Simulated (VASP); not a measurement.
# BN (I-4m2) in VASP: further runs

The runs below take BN through single point, with PBE.

Everything below comes from runs of VASP 6.6.1. Logs are shortened: lines on timing, memory, paths and dates and some standing lists are left out, and cuts for length are marked.

## Step 1: The cell of the first run

It takes space group I-4m2 (No. 119, tetragonal). Conventional cell: a = 2.501 Å, b = 2.501 Å, c = 3.640 Å, α = 90.00°, β = 90.00°, γ = 90.00°. B (site symmetry -4m2) has 4 N at 1.55 Å within 2.1 Å. Within 2.1 Å of N (site symmetry -4m2) lie 4 B at 1.55 Å.

## Step 2: Single point, PBE (epitaxial xy strain -2.0%)

Contents of INCAR:

```
PREC = Accurate ; ENCUT = 520
EDIFF = 1E-6 ; ISMEAR = -1
SIGMA = 0.02 ; LREAL = False
LASPH = True ; NELM = 100
ALGO = Normal ; ISIF = 2
LWAVE = False ; LCHARG = False
GGA = PE ; NBANDS = 11
```

Contents of KPOINTS:

```
Automatic mesh
0
Gamma
  12 12 12
```

Contents of POSCAR:

```
BN
1.0
    0.0000000000      1.7687289557      1.8201559063
    1.7687289557      0.0000000000      1.8201559063
    1.7687289557      1.7687289557      0.0000000000
B N
1 1
Direct
    0.0000000000      0.0000000000      0.0000000000
    0.2500000000      0.2500000000      0.2500000000
```

Potentials or basis: VASP PAW PBE potentials, release 64 (B, N).

Started as:

```
cat potpaw_PBE.64/B/POTCAR potpaw_PBE.64/N/POTCAR > POTCAR
mpirun -np 1 vasp_std > vasp.out
```

OUTCAR:

```text
PREC = Accurate
   ENCUT = 520
   EDIFF = 1E-6
   ISMEAR = -1
   LREAL = False
   LASPH = True
   NELM = 100
   ISIF = 2
   GGA = PE

 ion  position               nearest neighbor table
   1  0.000  0.000  0.000-   2 1.55   2 1.55   2 1.55   2 1.55
   2  0.250  0.250  0.250-   1 1.55   1 1.55   1 1.55   1 1.55

  LATTYP: Found a body centered tetragonal cell.
 ALAT       =     2.5013604773
 C/A-ratio  =     1.4553327462

  Lattice vectors:

 A1 = (  -1.7687289557,   0.0000000000,   1.8201559063)
 A2 = (   1.7687289557,   0.0000000000,   1.8201559063)
 A3 = (   0.0000000000,   1.7687289557,  -1.8201559063)

Analysis of symmetry for initial positions (statically):
=====================================================================
 Subroutine PRICEL returns:
 Original cell was already a primitive cell.

 Routine SETGRP: Setting up the symmetry group for a
 body centered tetragonal supercell.

 Subroutine GETGRP returns: Found  8 space group operations
 (whereof  8 operations were pure point group operations)
 out of a pool of 16 trial point group operations.

The static configuration has the point symmetry D_2d.

Analysis of symmetry for dynamics (positions and initial velocities):
=====================================================================
 Subroutine PRICEL returns:
 Original cell was already a primitive cell.

 Routine SETGRP: Setting up the symmetry group for a
 body centered tetragonal supercell.

 Subroutine GETGRP returns: Found  8 space group operations
 (whereof  8 operations were pure point group operations)
 out of a pool of 16 trial point group operations.

The dynamic configuration has the point symmetry D_2d.

 Subroutine INISYM returns: Found  8 space group operations
 (whereof  8 operations are pure point group operations),
 and found     1 'primitive' translations

----------------------------------------------------------------------------------------

                                     Primitive cell

  volume of cell :      11.3884

  direct lattice vectors                    reciprocal lattice vectors
     0.000000000  1.768728956  1.820155906    -0.282688876  0.282688876  0.274701743
     1.768728956  0.000000000  1.820155906     0.282688876 -0.282688876  0.274701743
     1.768728956  1.768728956  0.000000000     0.282688876  0.282688876 -0.274701743

  length of vectors
     2.537985351  2.537985351  2.501360477     0.485063963  0.485063963  0.485063963

  position of ions in fractional coordinates (direct lattice)
     0.000000000  0.000000000  0.000000000
     0.250000000  0.250000000  0.250000000

[... 80 lines left out ...]
   IBRION =     -1    ionic relax: 0-MD 1-quasi-New 2-CG
   NFREE  =      0    steps in history (QN), initial steepest desc. (CG)
   ISIF   =      2    stress and relaxation
   ISYM   =      2    0-nonsym 1-usesym 2-fastsym
   POTIM  = 0.5000    time-step for ionic-motion
   TEBEG  =    0.0;   TEEND  =   0.0 temperature during run
   PSTRESS=    0.0 pullay stress
   NELECT =       8.0000    total number of electrons
   NUPDOWN=      -1.0000    fix difference up-down
   EMIN   =  10.00;   EMAX   =-10.00  energy-range for DOS
   EFERMI =   0.00;   METHOD = LEGACY
   ISMEAR =    -1;   SIGMA  =   0.02  broadening in eV -4-tet -1-fermi 0-gaus
   EFERMI_NEDOS =   21; number of points for ismear=-14 and -15
   IALGO  =     38    algorithm
   IMIX   =      4    mixing-type and parameters
     AMIX     =   0.40;   BMIX     =  1.00
     AMIX_MAG =   1.60;   BMIX_MAG =  1.00
  volume/ion in A,a.u.               =       5.69        38.43
  Fermi-wavevector in a.u.,A,eV,Ry     =   1.455295  2.750109 28.815564  2.117884
  Thomas-Fermi vector in A             =   2.572346
   LORBIT       =      0    0 simple, 1 ext, 2 COOP (PROOUT), +10 PAW based schemes
   GGA     = PE    functional components
   LHFCALC =     F    Hartree Fock is set to
   AEXX    =    0.0000 exact exchange contribution
   IVDW    =     0    specifies the selected vdW correction
   LEPSILON=     F    determine dielectric tensor
   LRPA    =     F    only Hartree local field effects (RPA)
 non-spin polarized calculation
  energy-cutoff  :      520.00
  volume of cell :       11.39
 maximum number of plane-waves:       318
   NGX =  9   NGY =  9   NGZ =  9

 number of electron       7.9999998 magnetization

 Free energy of the ion-electron system (eV)
  ---------------------------------------------------
  ext. energy  EPLUGINS =         0.00000000
  ---------------------------------------------------
  free energy    TOTEN  =       -17.40848272 eV

  energy without entropy =      -17.40848272  energy(sigma->0) =      -17.40848272

 E-fermi :   8.4552     XC(G=0): -13.0037

 val. band max:        7.9607980578   @ k =   0.0000   0.0000   0.0000
 cond. band min:      12.1897808582   @ k =   0.5000   0.0000   0.5000
 fundamental gap:      4.2289828003
 Fermi energy:         8.4551785375

 k-point     1 :       0.0000    0.0000    0.0000
  band No.  band energies     occupation
      1     -12.7910      2.00000
      2       7.6565      2.00000
      3       7.9608      2.00000
      4       7.9608      2.00000
      5      16.7919      0.00000
      6      16.7919      0.00000
      7      16.9983      0.00000
      8      18.8013      0.00000
      9      33.3083      0.00000
     10      35.2066      0.00000
     11      35.7072      0.00000
[... 309 lines left out ...]
 k-point    24 :      -0.4167    0.1667    0.0000
  band No.  band energies     occupation
      1      -8.0161      2.00000
      2      -2.4901      2.00000
      3       3.3566      2.00000
      4       5.4521      2.00000
      5      17.6706      0.00000
      6      20.3034      0.00000
      7      20.4702      0.00000
      8      23.9859      0.00000
      9      29.6180      0.00000
     10      33.7142      0.00000
     11      35.2105      0.00000

 [... further k-points ...]
[... 5 lines left out ...]
  --------------------------------------------------------------------------------------
  -------------------------------------------------------------------------------------
  Total        1.7491271      1.7491271      0.3994040      0.0000000      0.0000000      0.0000000
  in kB      246.0768643    246.0768643     56.1903593      0.0000000      0.0000000      0.0000000
  external PRESSURE =     182.7813626 kB  Pullay stress =       0.0000000 kB

 VOLUME and BASIS-vectors are now :
 -----------------------------------------------------------------------------
  energy-cutoff  :      520.00
  volume of cell :       11.39
      direct lattice vectors                 reciprocal lattice vectors
     0.000000000  1.768728956  1.820155906    -0.282688876  0.282688876  0.274701743
     1.768728956  0.000000000  1.820155906     0.282688876 -0.282688876  0.274701743
     1.768728956  1.768728956  0.000000000     0.282688876  0.282688876 -0.274701743

 POSITION                                       TOTAL-FORCE (eV/Angst)
 -----------------------------------------------------------------------------------
      0.00000      0.00000      0.00000        -0.000000     -0.000000      0.000000
      0.88436      0.88436      0.91008         0.000000      0.000000     -0.000000
 -----------------------------------------------------------------------------------
    total drift:                               -0.000001     -0.000001      0.000002

  FREE ENERGIE OF THE ION-ELECTRON SYSTEM (eV)
  ---------------------------------------------------
  free  energy   TOTEN  =       -17.4084827177 eV

  energy  without entropy=      -17.4084827177  energy(sigma->0) =      -17.40848272
```

OSZICAR:

```text
N       E                     dE             d eps       ncg     rms          rms(c)
DAV:   1     0.106502937882E+02    0.10650E+02   -0.51239E+03  3669   0.730E+02
DAV:   2    -0.179385270590E+02   -0.28589E+02   -0.27720E+02  4308   0.167E+02
DAV:   3    -0.184317255421E+02   -0.49320E+00   -0.49254E+00  4204   0.190E+01
DAV:   4    -0.184322503885E+02   -0.52485E-03   -0.52484E-03  3928   0.696E-01
DAV:   5    -0.184322508371E+02   -0.44858E-06   -0.44858E-06  4093   0.200E-02    0.692E+00
DAV:   6    -0.175074747161E+02    0.92478E+00   -0.28852E+00  3772   0.100E+01    0.340E+00
DAV:   7    -0.174235467073E+02    0.83928E-01   -0.12169E-01  4057   0.284E+00    0.197E+00
DAV:   8    -0.174081917086E+02    0.15355E-01   -0.36986E-02  3984   0.141E+00    0.213E-01
DAV:   9    -0.174083957648E+02   -0.20406E-03   -0.90938E-04  3805   0.261E-01    0.871E-02
DAV:  10    -0.174084778302E+02   -0.82065E-04   -0.11614E-04  3942   0.920E-02    0.155E-02
DAV:  11    -0.174084826918E+02   -0.48617E-05   -0.83479E-06  4087   0.239E-02    0.107E-02
DAV:  12    -0.174084827177E+02   -0.25840E-07   -0.14245E-06  2189   0.833E-03
   1 F= -.17408483E+02 E0= -.17408483E+02  d E =-.219440E-13
```

Wall time 10 s (1 thread of Intel Xeon Platinum 8488C (Sapphire Rapids), shared host); peak memory 0.13 GiB.

What came out:

| Item | Value |
| --- | --- |
| Free energy | -17.4085 eV |
| Pressure | 18.3 GPa |
| Band gap on the k mesh | 4.23 eV, indirect (least direct gap 8.83 eV) |

Stress tensor (GPa, compression positive):
```
24.61  0.00  0.00
 0.00 24.61  0.00
 0.00  0.00  5.62
```

Levels at points of the mesh, in eV from the valence-band top:
```tsv
k point	band 2	band 3	band 4	band 5	band 6	band 7
(0.00, 0.00, 0.00)	-0.30	0.00	0.00	8.83	8.83	9.04
(0.50, 0.00, 0.00)	-11.13	-2.34	-1.88	10.05	10.97	11.11
(0.50, 0.50, 0.00)	-9.54	-4.92	-4.92	4.75	9.79	18.33
(0.50, 0.00, 0.50)	-9.11	-5.32	-5.31	4.23	9.11	18.14
```

Caveat: the cell differs from its parent crystal (epitaxial xy strain -2.0%).

## Step 3: Single point, PBE (epitaxial xy strain -1.0%)

Contents of INCAR:

```
ALGO = Normal
EDIFF = 1E-6
ENCUT = 520
GGA = PE
ISIF = 2
ISMEAR = -1
LASPH = T
LCHARG = F
LREAL = F
LWAVE = F
NBANDS = 11
NELM = 60
PREC = Accurate
SIGMA = 0.02
```

Contents of KPOINTS:

```
k-points
0
Gamma
  12 12 12
```

Contents of POSCAR:

```
BN
1.0
    0.0000000000      1.7867772104      1.8125564011
    1.7867772104      0.0000000000      1.8125564011
    1.7867772104      1.7867772104      0.0000000000
B N
1 1
Direct
    0.0000000000      0.0000000000      0.0000000000
    0.2500000000      0.2500000000      0.2500000000
```

Potentials or basis: VASP PAW PBE potentials, release 64 (B, N).

Started as:

```
cat potpaw_PBE.64/B/POTCAR potpaw_PBE.64/N/POTCAR > POTCAR
mpirun -np 1 vasp_std > vasp.out
```

It took 13 s on 1 thread of Intel Xeon 6975P-C, shared host; peak memory 0.13 GiB.

Results (log left out):

* Free energy: -17.4355 eV
* Pressure: 11.4 GPa
* Band gap on the k mesh: 4.35 eV, indirect (least direct gap 8.84 eV)

Stress tensor (GPa, compression positive):
```
14.46  0.00  0.00
 0.00 14.46  0.00
 0.00  0.00  5.30
```

Levels at points of the mesh, in eV from the valence-band top:
```
           k point  band 1  band 2  band 3  band 4  band 5  band 6  band 7  band 8
(0.00, 0.00, 0.00)  -20.51   -0.15    0.00    0.00    8.84    8.84    8.94   10.63
(0.50, 0.00, 0.00)  -16.20  -10.93   -2.14   -1.91   10.22   10.83   10.85   15.42
(0.50, 0.50, 0.00)  -14.91   -9.24   -4.92   -4.92    4.60    9.52   18.16   18.16
(0.50, 0.00, 0.50)  -14.75   -9.03   -5.12   -5.12    4.35    9.18   18.07   18.30
```

Caveat: the cell differs from its parent crystal (epitaxial xy strain -1.0%). A k mesh can miss the band edges.

## Step 4: Single point, PBE (epitaxial xy strain +1.0%)

Contents of INCAR:

```
PREC = Accurate ; ENCUT = 520
EDIFF = 1E-7 ; ISMEAR = -1
SIGMA = 0.02 ; LREAL = F
LASPH = T ; NELM = 100
ALGO = Normal ; ISIF = 2
LWAVE = F ; LCHARG = F
GGA = PE ; NBANDS = 11
```

Contents of KPOINTS:

```
regular mesh
0
Gamma
  12 12 12
```

Contents of POSCAR:

```
BN
1.0
    0.0000000000      1.8228737197      1.7971376930
    1.8228737197      0.0000000000      1.7971376930
    1.8228737197      1.8228737197      0.0000000000
B N
1 1
Direct
    0.0000000000      0.0000000000      0.0000000000
    0.2500000000      0.2500000000      0.2500000000
```

Started as:

```
cat potpaw_PBE.64/B/POTCAR potpaw_PBE.64/N/POTCAR > POTCAR
mpirun -np 1 vasp_std > vasp.out
```

It took 13 s on 1 thread of Intel Xeon 6975P-C, shared host; peak memory 0.13 GiB.

Results (log left out):

* Free energy: -17.4480 eV
* Pressure: -0.9 GPa
* Band gap on the k mesh: 4.20 eV, indirect (least direct gap 8.61 eV)

Stress tensor (GPa, compression positive):
```
-3.77  0.00  0.00
 0.00 -3.77  0.00
 0.00  0.00  4.71
```

Levels at points of the mesh, in eV from the valence-band top:
```
           k point  band 1  band 2  band 3  band 4  band 5  band 6  band 7  band 8  band 9
(0.00, 0.00, 0.00)  -20.19   -0.14   -0.14    0.00    8.61    8.71    8.71   10.08   24.45
(0.50, 0.00, 0.00)  -16.03  -10.68   -2.12   -1.90    9.83   10.48   10.71   15.05   23.20
(0.50, 0.50, 0.00)  -14.57   -8.80   -5.07   -5.07    4.20    8.86   17.68   17.68   20.69
(0.50, 0.00, 0.50)  -14.73   -9.00   -4.88   -4.87    4.44    9.19   17.53   17.74   20.40
```

Caveat: the cell differs from its parent crystal (epitaxial xy strain +1.0%). A k mesh can miss the band edges.

## Step 5: The runs side by side

| cell | gap on the mesh (eV) | pressure (GPa) |
| --- | --- | --- |
| a = 2.538, b = 2.538, c = 2.501 Å, angles 60.5, 60.5, 59.0°, 2 atoms | 4.23 | 18.3 |
| a = 2.545, b = 2.545, c = 2.527 Å, angles 60.2, 60.2, 59.5°, 2 atoms | 4.35 | 11.4 |
| a = 2.560, b = 2.560, c = 2.578 Å, angles 59.8, 59.8, 60.5°, 2 atoms | 4.20 | -0.9 |

Alike in all rows: task single point; level PBE; potentials or basis VASP PAW PBE potentials, release 64 (B, N); no spin polarisation; k mesh 12 × 12 × 12; cutoff (eV) 520; smearing fermi-dirac 0.02 eV.

Total energies depend on the potentials used, so only differences within one code and one set of settings carry meaning.
